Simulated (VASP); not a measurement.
# Ba3Mo (P6/mmm) in VASP: a series of runs, part 2 of 2

VASP 6.6.1. The steps go on from the part before.

### Step 4. Single point, PBE

This run uses another cell than the first one, of 38.39 Å³/atom.

INCAR reads:

```
ALGO = Normal
EDIFF = 1E-6
ENCUT = 520
GGA = PE
ISIF = 2
ISMEAR = 0
LASPH = True
LCHARG = False
LREAL = False
LWAVE = False
NBANDS = 30
NELM = 100
PREC = Accurate
SIGMA = 0.1
```

KPOINTS reads:

```
k-points
0
Gamma
  3 3 4
```

POSCAR reads:

```
Ba3Mo
1.0
    6.3566010200      0.0000000000      0.0000000000
   -3.1783005100      5.5049779600      0.0000000000
    0.0000000000      0.0000000000      4.3880355300
Ba Mo
3 1
Direct
    0.5000000000      0.0000000000      0.0000000000
    0.0000000000      0.5000000000      0.0000000000
    0.5000000000      0.5000000000      0.0000000000
    0.0000000000      0.0000000000      0.0000000000
```

Potentials or basis: VASP PAW PBE potentials, release 64 (Ba_sv, Mo_sv).

The run is started by

```bash
$ cat potpaw_PBE.64/Ba_sv/POTCAR potpaw_PBE.64/Mo_sv/POTCAR > POTCAR
$ mpirun -np 1 vasp_std > vasp.out
```

OUTCAR:

```text
EDIFF = 1E-6
   ENCUT = 520
   GGA = PE
   ISIF = 2
   ISMEAR = 0
   LASPH = True
   LREAL = False
   NELM = 100
   PREC = Accurate

 ion  position               nearest neighbor table
   1  0.500  0.000  0.000-   2 3.18   3 3.18   3 3.18   2 3.18   4 3.18   4 3.18
   2  0.000  0.500  0.000-   1 3.18   4 3.18   4 3.18   1 3.18   3 3.18   3 3.18
   3  0.500  0.500  0.000-   1 3.18   4 3.18   1 3.18   4 3.18   2 3.18   2 3.18
   4  0.000  0.000  0.000-   2 3.18   3 3.18   2 3.18   3 3.18   1 3.18   1 3.18
[... 481 lines left out ...]
  Direction    XX          YY          ZZ          XY          YZ          ZX
  --------------------------------------------------------------------------------------
  -------------------------------------------------------------------------------------
  Total        8.1993792      8.1993791     -5.5865680      0.0000000      0.0000000      0.0000000
  in kB       85.5541101     85.5541100    -58.2914688      0.0000000      0.0000000      0.0000000
  external PRESSURE =      37.6055838 kB  Pullay stress =       0.0000000 kB

 VOLUME and BASIS-vectors are now :
 -----------------------------------------------------------------------------
  energy-cutoff  :      520.00
  volume of cell :      153.55
      direct lattice vectors                 reciprocal lattice vectors
     6.356601020  0.000000000  0.000000000     0.157316779  0.090826885  0.000000000
    -3.178300510  5.504977960  0.000000000     0.000000000  0.181653770  0.000000000
     0.000000000  0.000000000  4.388035530     0.000000000  0.000000000  0.227892412

 POSITION                                       TOTAL-FORCE (eV/Angst)
 -----------------------------------------------------------------------------------
      3.17830      0.00000      0.00000        -0.000000      0.000000      0.000000
     -1.58915      2.75249      0.00000        -0.000000      0.000000      0.000000
      1.58915      2.75249      0.00000         0.000000      0.000000      0.000000
      0.00000      0.00000      0.00000        -0.000000      0.000000      0.000000
 -----------------------------------------------------------------------------------
    total drift:                               -0.000000      0.000000      0.000000

  FREE ENERGIE OF THE ION-ELECTRON SYSTEM (eV)
  ---------------------------------------------------
  free  energy   TOTEN  =        -9.4625084618 eV

  energy  without entropy=       -9.4130378543  energy(sigma->0) =       -9.43777316
```

OSZICAR:

```text
N       E                     dE             d eps       ncg     rms          rms(c)
DAV:   1     0.370002714304E+03    0.37000E+03   -0.20714E+04   548   0.132E+03
DAV:   2     0.143905217760E+02   -0.35561E+03   -0.34730E+03   736   0.315E+02
DAV:   3    -0.991666912480E+01   -0.24307E+02   -0.23149E+02   832   0.712E+01
DAV:   4    -0.111658883929E+02   -0.12492E+01   -0.12155E+01   798   0.133E+01
DAV:   5    -0.111908698459E+02   -0.24981E-01   -0.24907E-01   712   0.186E+00    0.142E+01
DAV:   6    -0.144487476684E+02   -0.32579E+01   -0.31247E+01   628   0.137E+01    0.146E+01
DAV:   7    -0.965073757264E+01    0.47980E+01   -0.25375E+01   646   0.113E+01    0.686E+00
DAV:   8    -0.948198160097E+01    0.16876E+00   -0.92854E-01   684   0.397E+00    0.181E+00
DAV:   9    -0.946358426292E+01    0.18397E-01   -0.14424E-01   726   0.124E+00    0.772E-01
DAV:  10    -0.946215582931E+01    0.14284E-02   -0.21020E-02   676   0.436E-01    0.301E-01
DAV:  11    -0.946238094008E+01   -0.22511E-03   -0.21805E-03   714   0.193E-01    0.105E-01
DAV:  12    -0.946248875097E+01   -0.10781E-03   -0.17464E-04   670   0.684E-02    0.471E-02
DAV:  13    -0.946250768354E+01   -0.18933E-04   -0.12524E-04   678   0.405E-02    0.146E-02
DAV:  14    -0.946250930759E+01   -0.16241E-05   -0.74625E-06   606   0.129E-02    0.729E-03
DAV:  15    -0.946250846180E+01    0.84579E-06   -0.17881E-06   422   0.460E-03
   1 F= -.94625085E+01 E0= -.94377732E+01  d E =-.494706E-01
```

It took 21 s on 1 thread of Intel Xeon 6975P-C (Granite Rapids), shared host; peak memory 0.27 GiB.

Results:

- Free energy: -9.4625 eV
- Pressure: 3.8 GPa
- Band gap on the k mesh: zero (bands 22 and 23 overlap by 1.04 eV)

Stress tensor (GPa, compression positive):
```
 8.56  0.00  0.00
 0.00  8.56  0.00
 0.00  0.00 -5.83
```

Levels at points of the mesh, in eV from the Fermi level:
| k point | band 20 | band 21 | band 22 | band 23 | band 24 | band 25 |
| --- | --- | --- | --- | --- | --- | --- |
| (0.00, 0.00, 0.00) | -1.35 | -0.54 | -0.26 | -0.26 | 0.37 | 0.59 |
| (0.00, 0.00, 0.50) | -1.25 | -1.20 | -1.20 | -0.59 | 0.75 | 1.29 |

Caveat: the k points lie up to 0.38 Å⁻¹ apart, too coarse for converged energies and pressures of a metal; spin-orbit coupling is left out, which moves the levels of the heavy elements.

### Step 5. Single point, PBE

This run uses another cell than the first one, of 35.63 Å³/atom.

INCAR reads:

```
PREC     = Accurate       # precision mode
ENCUT    = 520            # plane-wave cutoff, eV
EDIFF    = 1E-6           # SCF threshold, eV
ISMEAR   = 0              # smearing method
SIGMA    = 0.1            # smearing width, eV
LREAL    = F              # projectors in reciprocal space
LASPH    = T              # aspherical terms in the spheres
NELM     = 100            # most SCF steps
ALGO     = Normal         # electronic algorithm
ISIF     = 2              # what is computed and relaxed
LWAVE    = F              # write WAVECAR
LCHARG   = F              # write CHGCAR
GGA      = PE             # functional
NBANDS   = 30             # bands
```

KPOINTS reads:

```
regular mesh
0
Gamma
  3 3 6
```

POSCAR reads:

```
Ba3Mo
1.0
    7.0568993023      0.0000000000      0.0000000000
   -3.5284496511      6.1114540678      0.0000000000
    0.0000000000      0.0000000000      3.3048874297
Ba Mo
3 1
Direct
    0.5000000000      0.0000000000      0.0000000000
    0.0000000000      0.5000000000      0.0000000000
    0.5000000000      0.5000000000      0.0000000000
    0.0000000000      0.0000000000      0.0000000000
```

The run is started by

```bash
$ cat potpaw_PBE.64/Ba_sv/POTCAR potpaw_PBE.64/Mo_sv/POTCAR > POTCAR
$ mpirun -np 1 vasp_std > vasp.out
```

Wall time 33 s (1 thread of Intel Xeon 6975P-C (Granite Rapids), shared host); peak memory 0.28 GiB.

The run converged. Its results:

```
Free energy            : -11.3996 eV
Pressure               : 1.0 GPa
Band gap on the k mesh : zero (bands 22 and 23 overlap by 0.77 eV)
```

Stress tensor (GPa, compression positive):
```
0.94 0.00 0.00
0.00 0.94 0.00
0.00 0.00 1.05
```

Levels at points of the mesh, in eV from the Fermi level:
```csv
k point,band 19,band 20,band 21,band 22,band 23,band 24,band 25,band 26
"(0.00, 0.00, 0.00)",-1.37,-1.37,-1.16,-0.21,0.75,0.75,0.97,0.97
"(0.00, 0.00, 0.50)",-1.83,-1.24,-0.53,-0.53,-0.12,1.01,1.01,1.21
```

Caveat: spin-orbit coupling is left out, which moves the levels of the heavy elements.

### Step 6. Relaxation of cell and atoms, PBE

INCAR reads:

```
SYSTEM = Ba3Mo
PREC     = Accurate       ! precision mode
ENCUT    = 600            ! plane-wave cutoff, eV
EDIFF    = 1E-6           ! SCF threshold, eV
ISMEAR   = 0              ! smearing method
SIGMA    = 0.1            ! smearing width, eV
LREAL    = .FALSE.        ! projectors in reciprocal space
LASPH    = .TRUE.         ! aspherical terms in the spheres
NELM     = 100            ! most SCF steps
ALGO     = Normal         ! electronic algorithm
ISIF     = 3              ! what is computed and relaxed
LWAVE    = .FALSE.        ! write WAVECAR
LCHARG   = .FALSE.        ! write CHGCAR
GGA      = PE             ! functional
IBRION   = 2              ! ionic algorithm
NSW      = 90             ! ionic steps
EDIFFG   = -0.04          ! ionic threshold
```

KPOINTS reads:

```
Automatic mesh
0
G
  3 3 6
  0 0 0
```

POSCAR reads:

```
Ba3Mo
1.0
    7.0176477501      0.0000000000      0.0000000000
   -3.5088238750      6.0774612264      0.0000000000
    0.0000000000      0.0000000000      3.3772022358
Ba Mo
3 1
Direct
    0.5000000000      0.0000000000      0.0000000000
    0.0000000000      0.5000000000      0.0000000000
    0.5000000000      0.5000000000      0.0000000000
    0.0000000000      0.0000000000      0.0000000000
```

Potentials or basis: VASP PAW PBE potentials, release 64 (Ba_sv, Mo_sv).

The run is started by

```bash
$ cat potpaw_PBE.64/Ba_sv/POTCAR potpaw_PBE.64/Mo_sv/POTCAR > POTCAR
$ mpirun -np 1 vasp_std > vasp.out
```

OUTCAR:

```text
SYSTEM = Ba3Mo
   PREC = Accurate
   ENCUT = 600
   EDIFF = 1E-6
   ISMEAR = 0
   LREAL = .FALSE.
   LASPH = .TRUE.
   NELM = 100
   ISIF = 3
   GGA = PE
   IBRION = 2
   NSW = 90
   EDIFFG = -0.04

 ion  position               nearest neighbor table
   1  0.500  0.000  0.000-   3 3.51   3 3.51   4 3.51   4 3.51   2 3.51   2 3.51
   2  0.000  0.500  0.000-   4 3.51   4 3.51   3 3.51   3 3.51   1 3.51   1 3.51
   3  0.500  0.500  0.000-   1 3.51   1 3.51   2 3.51   2 3.51   4 3.51   4 3.51
   4  0.000  0.000  0.000-   2 3.51   2 3.51   1 3.51   1 3.51   3 3.51   3 3.51

  LATTYP: Found a hexagonal cell.
 ALAT       =     7.0176477501
 C/A-ratio  =     0.4812441941

  Lattice vectors:

 A1 = (   7.0176477501,   0.0000000000,   0.0000000000)
 A2 = (  -3.5088238750,   6.0774612264,   0.0000000000)
 A3 = (   0.0000000000,   0.0000000000,   3.3772022358)

Analysis of symmetry for initial positions (statically):
=====================================================================
 Subroutine PRICEL returns:
 Original cell was already a primitive cell.

 Routine SETGRP: Setting up the symmetry group for a
 hexagonal supercell.

 Subroutine GETGRP returns: Found 24 space group operations
 (whereof 24 operations were pure point group operations)
 out of a pool of 24 trial point group operations.

The static configuration has the point symmetry D_6h.

Analysis of symmetry for dynamics (positions and initial velocities):
=====================================================================
 Subroutine PRICEL returns:
 Original cell was already a primitive cell.

 Routine SETGRP: Setting up the symmetry group for a
 hexagonal supercell.

 Subroutine GETGRP returns: Found 24 space group operations
 (whereof 24 operations were pure point group operations)
 out of a pool of 24 trial point group operations.

The dynamic configuration has the point symmetry D_6h.

[... 95 lines left out ...]
   ISIF   =      3    stress and relaxation
   ISYM   =      2    0-nonsym 1-usesym 2-fastsym
   POTIM  = 0.5000    time-step for ionic-motion
   TEBEG  =    0.0;   TEEND  =   0.0 temperature during run
   PSTRESS=    0.0 pullay stress
   NELECT =      44.0000    total number of electrons
   NUPDOWN=      -1.0000    fix difference up-down
   EMIN   =  10.00;   EMAX   =-10.00  energy-range for DOS
   EFERMI =   0.00;   METHOD = LEGACY
   ISMEAR =     0;   SIGMA  =   0.10  broadening in eV -4-tet -1-fermi 0-gaus
   EFERMI_NEDOS =   21; number of points for ismear=-14 and -15
   IALGO  =     38    algorithm
   IMIX   =      4    mixing-type and parameters
     AMIX     =   0.40;   BMIX     =  1.00
     AMIX_MAG =   1.60;   BMIX_MAG =  1.00
  volume/ion in A,a.u.               =      36.01       243.00
  Fermi-wavevector in a.u.,A,eV,Ry     =   1.102560  2.083536 16.539758  1.215638
  Thomas-Fermi vector in A             =   2.239004
   LORBIT       =      0    0 simple, 1 ext, 2 COOP (PROOUT), +10 PAW based schemes
   GGA     = PE    functional components
   LHFCALC =     F    Hartree Fock is set to
   AEXX    =    0.0000 exact exchange contribution
   IVDW    =     0    specifies the selected vdW correction
   LEPSILON=     F    determine dielectric tensor
   LRPA    =     F    only Hartree local field effects (RPA)
 conjugate gradient relaxation of ions
 non-spin polarized calculation
 Gauss-broadening in eV      SIGMA  =   0.10
  energy-cutoff  :      600.00
  volume of cell :      144.04
 maximum number of plane-waves:      4831
   NGX = 29   NGY = 29   NGZ = 13

--------------------------------------- Ionic step        1  -------------------------------------------

 number of electron      43.9999995 magnetization

 Free energy of the ion-electron system (eV)
  ---------------------------------------------------
  ext. energy  EPLUGINS =         0.00000000
  ---------------------------------------------------
  free energy    TOTEN  =       -11.39460920 eV

  energy without entropy =      -11.32481408  energy(sigma->0) =      -11.35971164

------------------------ aborting loop because EDIFF is reached ----------------------------------------

  FORCE on cell =-STRESS in cart. coord.  units (eV):
  Direction    XX          YY          ZZ          XY          YZ          ZX
  --------------------------------------------------------------------------------------
  -------------------------------------------------------------------------------------
  Total        1.2708216      1.2708216     -0.2667797      0.0000000      0.0000000      0.0000000
  in kB       14.1359287     14.1359287     -2.9675127      0.0000000      0.0000000      0.0000000
  external PRESSURE =       8.4347816 kB  Pullay stress =       0.0000000 kB
[... 63 lines left out ...]
--------------------------------------- Ionic step        3  -------------------------------------------

 number of electron      43.9999997 magnetization

 Free energy of the ion-electron system (eV)
  ---------------------------------------------------
  ext. energy  EPLUGINS =         0.00000000
  ---------------------------------------------------
  free energy    TOTEN  =       -11.41955070 eV

  energy without entropy =      -11.34676621  energy(sigma->0) =      -11.38315845

 E-fermi :   3.6461     XC(G=0):  -9.2038

 val. band max:        3.6364058241   @ k =   0.0000   0.0000   0.1667
 cond. band min:       3.6484184820   @ k =   0.3333  -0.0000   0.3333
 fundamental gap:      0.0120126579
 Fermi energy:         3.6461207053

 k-point     1 :       0.0000    0.0000    0.0000
  band No.  band energies     occupation
      1     -56.9786      2.00000
      2     -31.1133      2.00000
      3     -30.9571      2.00000
      4     -30.9571      2.00000
      5     -25.0355      2.00000
      6     -24.7682      2.00000
[... 368 lines left out ...]
  FREE ENERGIE OF THE ION-ELECTRON SYSTEM (eV)
  ---------------------------------------------------
  free  energy   TOTEN  =       -11.4195506954 eV

  energy  without entropy=      -11.3467662121  energy(sigma->0) =      -11.38315845

 reached required accuracy - stopping structural energy minimisation
```

OSZICAR:

```text
N       E                     dE             d eps       ncg     rms          rms(c)
DAV:   1     0.420284811106E+03    0.42028E+03   -0.22245E+04   624   0.169E+03
DAV:   2     0.190495492580E+02   -0.40124E+03   -0.39616E+03   864   0.380E+02
DAV:   3    -0.117732756664E+02   -0.30823E+02   -0.30030E+02   918   0.887E+01
[... 33 lines left out ...]
DAV:   5    -0.114195197242E+02    0.10974E-02   -0.10575E-02   860   0.333E-01    0.978E-02
DAV:   6    -0.114195307764E+02   -0.11052E-04   -0.37292E-04   806   0.715E-02    0.545E-02
DAV:   7    -0.114195717229E+02   -0.40946E-04   -0.40614E-04   816   0.560E-02    0.398E-02
DAV:   8    -0.114195512757E+02    0.20447E-04   -0.13923E-04   850   0.254E-02    0.631E-03
DAV:   9    -0.114195506954E+02    0.58027E-06   -0.53569E-06   578   0.978E-03
   3 F= -.11419551E+02 E0= -.11383158E+02  d E =-.249415E-01
```

CONTCAR:

```text
Ba3Mo
   1.00000000000000
     7.1576013016467570    0.0000000000011514    0.0000000000000000
    -3.5788006507713845    6.1986645573889314    0.0000000000000000
     0.0000000000000000    0.0000000000000000    3.3630632693409681
  Ba              Mo
     3     1
Direct
     0.5000000000000000    0.0000000000000000    1.0000000000000000
     0.0000000000000000    0.5000000000000000    0.0000000000000000
     0.5000000000000000    0.5000000000000000    0.0000000000000000
     0.0000000000000000    1.0000000000000000    0.0000000000000000

  0.00000000E+00  0.00000000E+00  0.00000000E+00
  0.00000000E+00  0.00000000E+00  0.00000000E+00
  0.00000000E+00  0.00000000E+00  0.00000000E+00
  0.00000000E+00  0.00000000E+00  0.00000000E+00
```

It took 71 s on 1 thread of Intel Xeon 6975P-C (Granite Rapids), shared host; peak memory 0.32 GiB.

What came out:

```yaml
Free_energy: -11.4196 eV
Relaxed_volume: 37.30 Å³/atom
Relaxed_cell: a = 7.158 Å, b = 7.158 Å, c = 3.363 Å, α = 90.00°, β = 90.00°, γ = 120.00°
Space_group_after_relaxing_to_0.1_Å: P6/mmm (No. 191)
Energy_gained_by_relaxing: 6.2 meV/atom
Ionic_steps: 3
Pressure_after_relaxing: 0.0 GPa
Band_gap_on_the_k_mesh: zero (bands 22 and 23 overlap by 0.72 eV)
```

Stress tensor (GPa, compression positive):
```
0.00 0.00 0.00
0.00 0.00 0.00
0.00 0.00 0.10
```

The path:
```tsv
step	energy change (eV)	largest force (eV/Å)	pressure (GPa)	volume (Å³)
1	0.0000	0.0000	0.84	144.04
2	-0.0238	0.0000	0.20	148.01
3	-0.0249	0.0000	0.03	149.21
```

Final structure:
```
CELL_PARAMETERS angstrom
7.15760 0.00000 0.00000
-3.57880 6.19866 0.00000
0.00000 0.00000 3.36306
ATOMIC_POSITIONS crystal
Ba 0.50000 0.00000 0.00000
Ba 0.00000 0.50000 0.00000
Ba 0.50000 0.50000 0.00000
Mo 0.00000 0.00000 0.00000
```

Levels at points of the mesh, in eV from the Fermi level:
```
           k point  band 18  band 19  band 20  band 21  band 22  band 23  band 24  band 25  band 26
(0.00, 0.00, 0.00)    -1.81    -1.29    -1.29    -1.08    -0.17     0.69     0.69     0.91     0.91
(0.00, 0.00, 0.50)    -1.68    -1.68    -1.22    -0.49    -0.49    -0.14     1.01     1.01     1.15
```

Caveat: spin-orbit coupling is left out, which moves the levels of the heavy elements.

### Step 7. Overview

```tsv
task	cell	k mesh	cutoff (eV)	gap on the mesh (eV)	pressure (GPa)	relaxed volume (Å³/atom)
single point	a = 7.018, b = 7.018, c = 3.377 Å, angles 90.0, 90.0, 120.0°, 4 atoms	3 × 3 × 4	520	none	1.0	-
relaxation of cell and atoms	relaxed from a = 6.357, b = 6.357, c = 4.388 Å, angles 90.0, 90.0, 120.0°, 4 atoms	3 × 3 × 4	600	none	0.0	37.75
single point	a = 6.357, b = 6.357, c = 4.388 Å, angles 90.0, 90.0, 120.0°, 4 atoms	3 × 3 × 4	520	none	3.8	-
single point	a = 7.057, b = 7.057, c = 3.305 Å, angles 90.0, 90.0, 120.0°, 4 atoms	3 × 3 × 6	520	none	1.0	-
relaxation of cell and atoms	relaxed from a = 7.018, b = 7.018, c = 3.377 Å, angles 90.0, 90.0, 120.0°, 4 atoms	3 × 3 × 6	600	none	0.0	37.30
```

Alike in all rows: level PBE; potentials or basis VASP PAW PBE potentials, release 64 (Ba_sv, Mo_sv); no spin polarisation; smearing gaussian 0.1 eV.

Caveats: some runs use coarse meshes; spin-orbit coupling is left out, which moves the levels of the heavy elements; a cell axis changed by over 15 % at a fixed basis, so the end point is rough (at least some runs).

Total energies depend on the potentials used, so only differences within one code and one set of settings carry meaning.
